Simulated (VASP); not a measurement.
A run of VASP 6.6.1:

POSCAR

```
TaN
1.0
    2.9380000000      0.0000000000      0.0000000000
   -1.4690000000      2.5443826363      0.0000000000
    0.0000000000      0.0000000000      2.8830000000
Ta N
1 1
Direct
   -0.0038070000     -0.0010280000      0.4976200000
    0.6613780000      0.3344180000      0.0052860000
```

INCAR.step1

```
SYSTEM = TaN
PREC     = Accurate       ! precision mode
ENCUT    = 520            ! plane-wave cutoff, eV
EDIFF    = 1E-7           ! SCF threshold, eV
ISMEAR   = 0              ! smearing method
SIGMA    = 0.01           ! smearing width, eV
LREAL    = .FALSE.        ! projectors in reciprocal space
LASPH    = .TRUE.         ! aspherical terms in the spheres
NELM     = 150            ! most SCF steps
ALGO     = Normal         ! electronic algorithm
ISIF     = 2              ! what is computed and relaxed
LWAVE    = .FALSE.        ! write WAVECAR
LCHARG   = .TRUE.         ! write CHGCAR
MAGMOM   = 0 0 0 0 0 0    ! initial moments
LSORBIT  = .TRUE.         ! spin-orbit coupling
GGA_COMPAT= .FALSE.      
LORBMOM  = .TRUE.       
LMAXMIX  = 4              ! l up to which the mixer works
GGA      = PE             ! functional
IVDW     = 13             ! dispersion correction
NBANDS   = 28             ! bands
```

KPOINTS.step1

```
Automatic mesh
0
G
  8 8 7
  0 0 0
```

INCAR.step2

```
SYSTEM = TaN
PREC     = Accurate       ! precision mode
ENCUT    = 520            ! plane-wave cutoff, eV
EDIFF    = 1E-7           ! SCF threshold, eV
ISMEAR   = -5             ! smearing method
SIGMA    = 0.01           ! smearing width, eV
LREAL    = .FALSE.        ! projectors in reciprocal space
LASPH    = .TRUE.         ! aspherical terms in the spheres
NELM     = 150            ! most SCF steps
ALGO     = Normal         ! electronic algorithm
ISIF     = 2              ! what is computed and relaxed
LWAVE    = .FALSE.        ! write WAVECAR
LCHARG   = .FALSE.        ! write CHGCAR
MAGMOM   = 0 0 0 0 0 0    ! initial moments
LORBIT   = 11             ! projections on sites
LSORBIT  = .TRUE.         ! spin-orbit coupling
GGA_COMPAT= .FALSE.      
LORBMOM  = .TRUE.       
LMAXMIX  = 4              ! l up to which the mixer works
GGA      = PE             ! functional
IVDW     = 13             ! dispersion correction
NEDOS    = 2001           ! points of the DOS
ICHARG   = 11             ! starting density
```

Contents of KPOINTS.step2:

```
Automatic mesh
0
G
  12 12 11
  0 0 0
```

Potentials or basis: VASP PAW PBE potentials, release 64 (Ta_pv, N).

Run with:

```console
$ cat potpaw_PBE.64/Ta_pv/POTCAR potpaw_PBE.64/N/POTCAR > POTCAR
$ cp INCAR.step1 INCAR
$ cp KPOINTS.step1 KPOINTS
$ mpirun -np 1 vasp_ncl > vasp.out
$ cp INCAR.step2 INCAR
$ cp KPOINTS.step2 KPOINTS
$ mpirun -np 1 vasp_ncl > vasp.out
```

Hardware: 1 thread of Oxide Virtual Turin-like Processor, with other jobs on the host.

Question: Estimate the wall time of this run.

Answer: Wall time 40 min on 1 thread of Oxide Virtual Turin-like Processor (shared host), peak memory 1.1 GiB. Counts: k points 1584.
